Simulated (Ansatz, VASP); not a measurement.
# One calculation of Cd, two programs

The input INCAR:

```
PREC     = Accurate       # precision mode
ENCUT    = 520            # plane-wave cutoff, eV
EDIFF    = 1E-7           # SCF threshold, eV
ISMEAR   = 0              # smearing method
SIGMA    = 0.15           # smearing width, eV
LREAL    = F              # projectors in reciprocal space
LASPH    = T              # aspherical terms in the spheres
NELM     = 80             # most SCF steps
ALGO     = Fast           # electronic algorithm
ISIF     = 2              # what is computed and relaxed
LWAVE    = F              # write WAVECAR
LCHARG   = F              # write CHGCAR
GGA      = PE             # functional
NBANDS   = 12             # bands
```

Contents of KPOINTS:

```
Automatic mesh
0
Gamma
  18 18 18
```

The input POSCAR:

```
Cd
1.0
    0.0000000000      2.6303738394      1.7878650986
    2.6303738394      0.0000000000      1.7878650986
    2.6303738394      2.6303738394      0.0000000000
Cd
1
Direct
    0.0000000000      0.0000000000      0.0000000000
```

Input for Ansatz:

```yaml
crystal:
  lattice:
    - [0.0, 2.6303738394, 1.7878650986]
    - [2.6303738394, 0.0, 1.7878650986]
    - [2.6303738394, 2.6303738394, 0.0]
  atoms:
    - { symbol: Cd, position: [0.0, 0.0, 0.0] }
basis:
  ecutwfc: 420
kpoints:
  mp_grid: { grid: [18, 18, 18] }
hamiltonian:
  xc: pbe
scf:
  occupations: { method: gaussian, width: 0.15 }
output:
  forces: true
  stress: true
  eigenvalues: true
```

Alike in both runs: task single point; functional PBE; k mesh 18 × 18 × 18; occupations gaussian, width 0.15 eV; no spin polarisation.

|  | VASP | Ansatz |
| --- | --- | --- |
| version | VASP 6.6.1 | Ansatz 0.2.0 |
| potentials or method | VASP PAW PBE potentials, release 64 (Cd), cutoff 520 eV | scalar-relativistic, plane waves, PAW |
| valence electrons in the cell | 12 | 20 |

|  | VASP | Ansatz | Ansatz less VASP |
| --- | --- | --- | --- |
| gap on the k mesh at the Fermi level (eV) | none | none | - |
| pressure (GPa) | -1.5 | -1.7 | -0.15 |
| traceless stress, the component that is largest in VASP (GPa) | -0.46 | -0.46 | +0.002 |

A gap of «none» marks a metal or a gap that the smearing closes. VASP's potentials hold 12 valence electrons a cell and Ansatz's 20, so a difference there can come from the potentials and not from the codes.
